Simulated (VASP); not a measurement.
# LiF (P4/mmm) in VASP: notebook

LiF is run at these levels: r2SCAN; tasks: single point.

Program: VASP 6.6.1. These are calculated values, not measurements. Logs are shortened: lines on timing, memory, paths and dates and some standing lists are left out, and cuts for length are marked.

### Step 1. The cell of the first run

It takes space group P4/mmm (No. 123, tetragonal). The conventional cell has a = 2.457 Å, b = 2.457 Å, c = 2.662 Å, α = 90.00°, β = 90.00°, γ = 90.00°. Within 2.9 Å of Li (site symmetry 4/mmm) lie 8 F at 2.19 Å and 6 Li at 2.46 to 2.66 Å. Within 2.9 Å of F (site symmetry 4/mmm) lie 8 Li at 2.19 Å and 6 F at 2.46 to 2.66 Å.

### Step 2. Single point, r2SCAN (strain -0.040 along x and y, +0.040 along z)

POSCAR

```
LiF
1.0
    2.4571516800      0.0000000000      0.0000000000
    0.0000000000      2.4571516800      0.0000000000
    0.0000000000      0.0000000000      2.6619143200
Li F
1 1
Direct
    0.0000000000      0.0000000000      0.0000000000
    0.5000000000      0.5000000000      0.5000000000
```

INCAR.step1

```
PREC = Accurate
ENCUT = 520
ISMEAR = 0
SIGMA = 0.05
LREAL = False
LASPH = True
NELM = 60
NBANDS = 12
GGA = PE
ALGO = Normal
EDIFF = 1E-4
LWAVE = True
LCHARG = False
```

INCAR.step2

```
PREC = Accurate
ENCUT = 520
EDIFF = 1E-7
ISMEAR = 0
SIGMA = 0.05
LREAL = False
LASPH = True
NELM = 60
ALGO = Normal
ISIF = 2
LWAVE = False
LCHARG = False
METAGGA = R2SCAN
LMIXTAU = True
NBANDS = 12
ISTART = 1
```

KPOINTS

```
regular mesh
0
Gamma
  10 10 10
```

Potentials or basis: VASP PAW PBE potentials, release 64 (Li_sv, F).

On the command line:

```sh
> cat potpaw_PBE.64/Li_sv/POTCAR potpaw_PBE.64/F/POTCAR > POTCAR
> cp INCAR.step1 INCAR
> mpirun -np 1 vasp_std > vasp.out
> cp INCAR.step2 INCAR
> mpirun -np 1 vasp_std > vasp.out
```

OUTCAR:

```text
PREC = Accurate
   ENCUT = 520
   EDIFF = 1E-7
   ISMEAR = 0
   LREAL = False
   LASPH = True
   NELM = 60
   ISIF = 2
   METAGGA = R2SCAN
   ISTART = 1

 ion  position               nearest neighbor table
   1  0.000  0.000  0.000-   2 2.19   2 2.19   2 2.19   2 2.19   2 2.19   2 2.19   2 2.19   2 2.19

   2  0.500  0.500  0.500-   1 2.19   1 2.19   1 2.19   1 2.19   1 2.19   1 2.19   1 2.19   1 2.19

  LATTYP: Found a simple tetragonal cell.
 ALAT       =     2.4571516800
 C/A-ratio  =     1.0833333333

  Lattice vectors:

 A1 = (   2.4571516800,   0.0000000000,   0.0000000000)
 A2 = (   0.0000000000,   2.4571516800,   0.0000000000)
 A3 = (   0.0000000000,   0.0000000000,   2.6619143200)

Analysis of symmetry for initial positions (statically):
=====================================================================
 Subroutine PRICEL returns:
 Original cell was already a primitive cell.

 Routine SETGRP: Setting up the symmetry group for a
 simple tetragonal supercell.

 Subroutine GETGRP returns: Found 16 space group operations
 (whereof 16 operations were pure point group operations)
 out of a pool of 16 trial point group operations.

The static configuration has the point symmetry D_4h.

Analysis of symmetry for dynamics (positions and initial velocities):
=====================================================================
 Subroutine PRICEL returns:
 Original cell was already a primitive cell.

 Routine SETGRP: Setting up the symmetry group for a
 simple tetragonal supercell.

 Subroutine GETGRP returns: Found 16 space group operations
 (whereof 16 operations were pure point group operations)
 out of a pool of 16 trial point group operations.

The dynamic configuration has the point symmetry D_4h.

 Subroutine INISYM returns: Found 16 space group operations
 (whereof 16 operations are pure point group operations),
 and found     1 'primitive' translations

----------------------------------------------------------------------------------------

                                     Primitive cell

  volume of cell :      16.0716

  direct lattice vectors                    reciprocal lattice vectors
     2.457151680  0.000000000  0.000000000     0.406975283  0.000000000  0.000000000
     0.000000000  2.457151680  0.000000000     0.000000000  0.406975283  0.000000000
     0.000000000  0.000000000  2.661914320     0.000000000  0.000000000  0.375669492

  length of vectors
     2.457151680  2.457151680  2.661914320     0.406975283  0.406975283  0.375669492

  position of ions in fractional coordinates (direct lattice)
     0.000000000  0.000000000  0.000000000
     0.500000000  0.500000000  0.500000000

  ion indices of the primitive-cell ions
   primitive index   ion index
                 1           1
                 2           2

----------------------------------------------------------------------------------------

 KPOINTS: regular mesh

Automatic generation of k-mesh.
 Grid dimensions read from file:
 generate k-points for:   10   10   10

 Generating k-lattice:

  Cartesian coordinates                     Fractional coordinates (reciprocal lattice)
     0.040697528  0.000000000  0.000000000     0.100000000  0.000000000  0.000000000
     0.000000000  0.040697528  0.000000000     0.000000000  0.100000000  0.000000000
     0.000000000  0.000000000  0.037566949     0.000000000  0.000000000  0.100000000

  Length of vectors
     0.040697528  0.040697528  0.037566949

  Shift w.r.t. Gamma in fractional coordinates (k-lattice)
     0.000000000  0.000000000  0.000000000

 Subroutine IBZKPT returns following result:
 ===========================================

 Found    126 irreducible k-points:

 Following reciprocal coordinates:
            Coordinates               Weight
  0.000000  0.000000  0.000000      1.000000
  0.100000  0.000000  0.000000      4.000000
  0.200000  0.000000  0.000000      4.000000
  0.300000  0.000000  0.000000      4.000000
  0.400000  0.000000  0.000000      4.000000
  0.500000  0.000000  0.000000      2.000000
[... 16 lines left out ...]
  0.100000  0.000000  0.100000      8.000000
  0.200000  0.000000  0.100000      8.000000
 [... further k-points ...]
   k-points           NKPTS =    126   k-points in BZ     NKDIM =    126   number of bands    NBANDS=     12
   number of dos      NEDOS =    301   number of ions     NIONS =      2
   total plane-waves  NPLWV =   6480
   dimension x,y,z NGX =    18 NGY =   18 NGZ =   20
   dimension x,y,z NGXF=    36 NGYF=   36 NGZF=   40
   ions per type =               1   1
   NGX,Y,Z   is equivalent  to a cutoff of  12.18, 12.18, 12.49 a.u.
   NGXF,Y,Z  is equivalent  to a cutoff of  24.36, 24.36, 24.98 a.u.
 SYSTEM =  unknown system
   PREC   = accura    normal or accurate (medium, high low for compatibility)
   ISTART =      1    job   : 0-new  1-cont  2-samecut
   ICHARG =      0    charge: 1-file 2-atom 10-const
   ISPIN  =      1    spin polarized calculation?
   LNONCOLLINEAR =      F non collinear calculations
   LSORBIT =      F    spin-orbit coupling
   LASPH  =      T    aspherical Exc in radial PAW
   ENCUT  =  520.0 eV  38.22 Ry    6.18 a.u.   4.57  4.57  4.95*2*pi/ulx,y,z
   NELM   =     60;   NELMIN=  2; NELMDL=  0     # of ELM steps
   EDIFF  = 0.1E-06   stopping-criterion for ELM
   LREAL  =      F    real-space projection
   EDIFFG = 0.1E-05   stopping-criterion for IOM
   NSW    =      0    number of steps for IOM
   IBRION =     -1    ionic relax: 0-MD 1-quasi-New 2-CG
   NFREE  =      0    steps in history (QN), initial steepest desc. (CG)
   ISIF   =      2    stress and relaxation
   ISYM   =      2    0-nonsym 1-usesym 2-fastsym
   POTIM  = 0.5000    time-step for ionic-motion
   TEBEG  =    0.0;   TEEND  =   0.0 temperature during run
   PSTRESS=    0.0 pullay stress
   NELECT =      10.0000    total number of electrons
   NUPDOWN=      -1.0000    fix difference up-down
   EMIN   =  10.00;   EMAX   =-10.00  energy-range for DOS
   EFERMI =   0.00;   METHOD = LEGACY
   ISMEAR =     0;   SIGMA  =   0.05  broadening in eV -4-tet -1-fermi 0-gaus
   EFERMI_NEDOS =   21; number of points for ismear=-14 and -15
   IALGO  =     38    algorithm
   IMIX   =      4    mixing-type and parameters
     AMIX     =   0.40;   BMIX     =  1.00
     AMIX_MAG =   1.60;   BMIX_MAG =  1.00
  volume/ion in A,a.u.               =       8.04        54.23
  Fermi-wavevector in a.u.,A,eV,Ry     =   1.397619  2.641117 26.576793  1.953339
  Thomas-Fermi vector in A             =   2.520858
   LORBIT       =      0    0 simple, 1 ext, 2 COOP (PROOUT), +10 PAW based schemes
   METAGGA = R2SCAN    functional components
   LHFCALC =     F    Hartree Fock is set to
   AEXX    =    0.0000 exact exchange contribution
   IVDW    =     0    specifies the selected vdW correction
   LEPSILON=     F    determine dielectric tensor
   LRPA    =     F    only Hartree local field effects (RPA)
 non-spin polarized calculation
 Gauss-broadening in eV      SIGMA  =   0.05
  energy-cutoff  :      520.00
  volume of cell :       16.07
 maximum number of plane-waves:       453
   NGX =  9   NGY =  9   NGZ =  9

 number of electron       9.9999994 magnetization

 Free energy of the ion-electron system (eV)
  ---------------------------------------------------
  ext. energy  EPLUGINS =         0.00000000
  ---------------------------------------------------
  free energy    TOTEN  =       -11.20534003 eV

  energy without entropy =      -11.20534003  energy(sigma->0) =      -11.20534003

 E-fermi :   0.3637     XC(G=0): -10.6928

 val. band max:        0.0568307908   @ k =   0.5000   0.0000   0.5000
 cond. band min:       8.7518915214   @ k =   0.0000   0.0000   0.0000
 fundamental gap:      8.6950607306
 Fermi energy:         0.3637098819

 k-point     1 :       0.0000    0.0000    0.0000
  band No.  band energies     occupation
      1     -44.2346      2.00000
      2     -22.2964      2.00000
      3      -1.4760      2.00000
      4      -0.5783      2.00000
      5      -0.5783      2.00000
      6       8.7519      0.00000
      7      19.1048      0.00000
      8      21.0478      0.00000
      9      21.4975      0.00000
     10      23.8164      0.00000
     11      23.8164      0.00000
     12      39.2959      0.00000

 k-point     2 :       0.1000    0.0000    0.0000
  band No.  band energies     occupation
      1     -44.2284      2.00000
      2     -22.2430      2.00000
      3      -1.4235      2.00000
      4      -0.9813      2.00000
      5      -0.5381      2.00000
      6       8.9682      0.00000
      7      18.8378      0.00000
      8      20.2512      0.00000
      9      21.4187      0.00000
     10      23.8220      0.00000
     11      25.8007      0.00000
     12      37.6197      0.00000

 k-point     3 :       0.2000    0.0000    0.0000
  band No.  band energies     occupation
      1     -44.2125      2.00000
      2     -22.1008      2.00000
      3      -1.9389      2.00000
      4      -1.2834      2.00000
      5      -0.4314      2.00000
      6       9.4009      0.00000
      7      17.6229      0.00000
      8      20.6511      0.00000
      9      21.1813      0.00000
     10      23.8064      0.00000
     11      29.3158      0.00000
     12      35.4840      0.00000
[... 286 lines left out ...]
 k-point    23 :       0.1000    0.0000    0.1000
  band No.  band energies     occupation
      1     -44.2253      2.00000
      2     -22.2134      2.00000
      3      -1.7200      2.00000
      4      -0.9545      2.00000
      5      -0.5118      2.00000
      6       9.2419      0.00000
      7      17.8889      0.00000
      8      20.0255      0.00000
      9      23.0596      0.00000
     10      23.7488      0.00000
     11      25.9274      0.00000
     12      35.8481      0.00000

 k-point    24 :       0.2000    0.0000    0.1000
  band No.  band energies     occupation
      1     -44.2096      2.00000
      2     -22.0693      2.00000
      3      -1.9159      2.00000
      4      -1.5808      2.00000
      5      -0.4071      2.00000
      6       9.7150      0.00000
      7      17.4063      0.00000
      8      19.1564      0.00000
      9      23.1998      0.00000
     10      23.8075      0.00000
     11      29.3717      0.00000
     12      33.4857      0.00000

 [... further k-points ...]

------------------------ aborting loop because EDIFF is reached ----------------------------------------

  FORCE on cell =-STRESS in cart. coord.  units (eV):
  Direction    XX          YY          ZZ          XY          YZ          ZX
  --------------------------------------------------------------------------------------
  -------------------------------------------------------------------------------------
  Total        0.7172912      0.7172912     -1.7898596      0.0000000     -0.0000000      0.0000000
  in kB       71.5069197     71.5069197   -178.4315075      0.0000000     -0.0000000      0.0000000
  external PRESSURE =     -11.8058894 kB  Pullay stress =       0.0000000 kB

 VOLUME and BASIS-vectors are now :
 -----------------------------------------------------------------------------
  energy-cutoff  :      520.00
  volume of cell :       16.07
      direct lattice vectors                 reciprocal lattice vectors
     2.457151680  0.000000000  0.000000000     0.406975283  0.000000000  0.000000000
     0.000000000  2.457151680  0.000000000     0.000000000  0.406975283  0.000000000
     0.000000000  0.000000000  2.661914320     0.000000000  0.000000000  0.375669492

 POSITION                                       TOTAL-FORCE (eV/Angst)
 -----------------------------------------------------------------------------------
      0.00000      0.00000      0.00000         0.000000      0.000000      0.000000
      1.22858      1.22858      1.33096         0.000000      0.000000      0.000000
 -----------------------------------------------------------------------------------
    total drift:                                0.000000     -0.000000     -0.000000

  FREE ENERGIE OF THE ION-ELECTRON SYSTEM (eV)
  ---------------------------------------------------
  free  energy   TOTEN  =       -11.2053400340 eV

  energy  without entropy=      -11.2053400340  energy(sigma->0) =      -11.20534003
```

Wall time 2.3 min (1 thread of Intel Xeon 8259CL, shared host); peak memory 0.14 GiB.

Results:

- Free energy: -11.2053 eV
- Band gap on the k mesh: 8.70 eV (least direct gap 9.33 eV)

Levels at points of the mesh, in eV from the valence-band top:
| k point | band 2 | band 3 | band 4 | band 5 | band 6 | band 7 | band 8 | band 9 |
| --- | --- | --- | --- | --- | --- | --- | --- | --- |
| (0.00, 0.00, 0.00) | -22.35 | -1.53 | -0.64 | -0.64 | 8.70 | 19.05 | 20.99 | 21.44 |
| (0.50, 0.00, 0.00) | -21.76 | -4.10 | -0.95 | -0.20 | 9.82 | 15.96 | 20.32 | 23.57 |
| (0.50, 0.50, 0.00) | -21.10 | -3.55 | -3.55 | -0.55 | 14.87 | 14.87 | 15.06 | 19.82 |
| (0.00, 0.00, 0.50) | -22.04 | -4.09 | -0.34 | -0.34 | 10.56 | 14.80 | 22.60 | 22.60 |
| (0.50, 0.00, 0.50) | -21.35 | -3.88 | -3.61 | 0.00 | 14.26 | 14.44 | 15.68 | 21.32 |
| (0.50, 0.50, 0.50) | -20.78 | -2.75 | -2.75 | -2.44 | 11.85 | 11.85 | 12.54 | 24.63 |

Caveat: the cell differs from its parent crystal (strain -0.040 along x and y, +0.040 along z); the cutoff is under 1.25 times the usual one of these potentials, so pressure, stress and relaxed cells hold a basis-set (Pulay) error; the PAW data sets were made with another functional, which shifts forces and pressure a little.

### Step 3. Single point, r2SCAN (strain +0.040 along x and y, -0.040 along z)

POSCAR

```
LiF
1.0
    2.6619143200      0.0000000000      0.0000000000
    0.0000000000      2.6619143200      0.0000000000
    0.0000000000      0.0000000000      2.4571516800
Li F
1 1
Direct
    0.0000000000      0.0000000000      0.0000000000
    0.5000000000      0.5000000000      0.5000000000
```

INCAR.step1

```
SYSTEM = LiF
  ALGO = Normal
  EDIFF = 1E-4
  ENCUT = 520
  GGA = PE
  ISMEAR = 0
  LASPH = .TRUE.
  LCHARG = .FALSE.
  LREAL = .FALSE.
  LWAVE = .TRUE.
  NBANDS = 12
  NELM = 80
  PREC = Accurate
  SIGMA = 0.05
```

INCAR.step2

```
SYSTEM = LiF
  ALGO = Normal
  EDIFF = 1E-6
  ENCUT = 520
  ISIF = 2
  ISMEAR = 0
  ISTART = 1
  LASPH = .TRUE.
  LCHARG = .FALSE.
  LMIXTAU = .TRUE.
  LREAL = .FALSE.
  LWAVE = .FALSE.
  METAGGA = R2SCAN
  NBANDS = 12
  NELM = 80
  PREC = Accurate
  SIGMA = 0.05
```

KPOINTS

```
k-points
0
G
  10 10 10
  0 0 0
```

Potentials or basis: VASP PAW PBE potentials, release 64 (Li_sv, F).

On the command line:

```sh
> cat potpaw_PBE.64/Li_sv/POTCAR potpaw_PBE.64/F/POTCAR > POTCAR
> cp INCAR.step1 INCAR
> mpirun -np 1 vasp_std > vasp.out
> cp INCAR.step2 INCAR
> mpirun -np 1 vasp_std > vasp.out
```

It took 1.9 min on 1 thread of Intel Xeon 8259CL, shared host; peak memory 0.13 GiB.

It converged, with:

| Property | Result |
| --- | --- |
| Free energy | -11.1709 eV |
| Band gap on the k mesh | 7.82 eV (least direct gap 8.28 eV) |

Levels at points of the mesh, in eV from the valence-band top:
```
           k point  band 2  band 3  band 4  band 5  band 6  band 7  band 8  band 9
(0.00, 0.00, 0.00)  -22.19   -1.31   -1.31   -0.46    7.82   18.25   20.38   20.96
(0.50, 0.00, 0.00)  -21.85   -3.90   -0.94   -0.20    9.60   14.08   19.77   23.02
(0.50, 0.50, 0.00)  -21.44   -3.61   -3.61    0.00   13.44   14.08   14.08   20.69
(0.00, 0.00, 0.50)  -21.58   -3.91   -0.78   -0.78    9.17   15.17   20.75   20.75
(0.50, 0.00, 0.50)  -21.19   -3.57   -3.28   -0.54   13.47   14.13   14.73   19.30
(0.50, 0.50, 0.50)  -20.87   -2.78   -2.45   -2.45   11.21   11.91   11.91   23.96
```

Caveat: the cell differs from its parent crystal (strain +0.040 along x and y, -0.040 along z); the cutoff is under 1.25 times the usual one of these potentials, so pressure, stress and relaxed cells hold a basis-set (Pulay) error; the PAW data sets were made with another functional, which shifts forces and pressure a little.

### Step 4. Single point, r2SCAN (strain +0.000 along x and y, +0.040 along z)

POSCAR

```
LiF
1.0
    2.5595330000      0.0000000000      0.0000000000
    0.0000000000      2.5595330000      0.0000000000
    0.0000000000      0.0000000000      2.6619143200
Li F
1 1
Direct
    0.0000000000      0.0000000000      0.0000000000
    0.5000000000      0.5000000000      0.5000000000
```

INCAR.step1

```
SYSTEM = LiF
PREC = Accurate ; ENCUT = 520
ISMEAR = 0 ; SIGMA = 0.05
LREAL = .False. ; LASPH = .True.
NELM = 100 ; NBANDS = 12
GGA = PE ; ALGO = Normal
EDIFF = 1E-4 ; LWAVE = .True.
LCHARG = .False.
```

INCAR.step2

```
SYSTEM = LiF
PREC = Accurate ; ENCUT = 520
EDIFF = 1E-7 ; ISMEAR = 0
SIGMA = 0.05 ; LREAL = .False.
LASPH = .True. ; NELM = 100
ALGO = Normal ; ISIF = 2
LWAVE = .False. ; LCHARG = .True.
METAGGA = R2SCAN ; LMIXTAU = .True.
LELF = .True. ; LVHAR = .True.
NBANDS = 12 ; ISTART = 1
```

KPOINTS

```
regular mesh
0
Gamma
  10 10 10
  0 0 0
```

On the command line:

```sh
> cat potpaw_PBE.64/Li_sv/POTCAR potpaw_PBE.64/F/POTCAR > POTCAR
> cp INCAR.step1 INCAR
> mpirun -np 1 vasp_std > vasp.out
> cp INCAR.step2 INCAR
> mpirun -np 1 vasp_std > vasp.out
```

Wall time 2 min (1 thread of Intel Xeon 8259CL, shared host); peak memory 0.14 GiB.

It converged, with:

```
Free energy            : -11.2210 eV
Band gap on the k mesh : 8.19 eV (least direct gap 8.78 eV)
```

Levels at points of the mesh, in eV from the valence-band top:
```tsv
k point	band 1	band 2	band 3	band 4	band 5	band 6	band 7	band 8	band 9	band 10
(0.00, 0.00, 0.00)	-44.20	-21.87	-1.00	-0.60	-0.60	8.19	19.09	20.04	21.35	22.47
(0.50, 0.00, 0.00)	-44.16	-21.41	-3.58	-0.56	-0.22	9.72	14.96	20.59	22.10	24.99
(0.50, 0.50, 0.00)	-44.13	-20.91	-3.12	-3.12	-0.25	14.42	14.42	14.43	19.59	24.76
(0.00, 0.00, 0.50)	-44.17	-21.53	-3.58	-0.29	-0.29	10.02	14.42	21.65	21.65	25.31
(0.50, 0.00, 0.50)	-44.14	-21.02	-3.27	-3.14	0.00	14.10	14.12	14.77	20.27	25.70
(0.50, 0.50, 0.50)	-44.11	-20.59	-2.30	-2.30	-2.17	11.87	11.87	12.20	24.26	25.21
```

Caveat: the cell differs from its parent crystal (strain +0.000 along x and y, +0.040 along z); the cutoff is under 1.25 times the usual one of these potentials, so pressure, stress and relaxed cells hold a basis-set (Pulay) error; the PAW data sets were made with another functional, which shifts forces and pressure a little.

(Continued in part 2 of 2.)
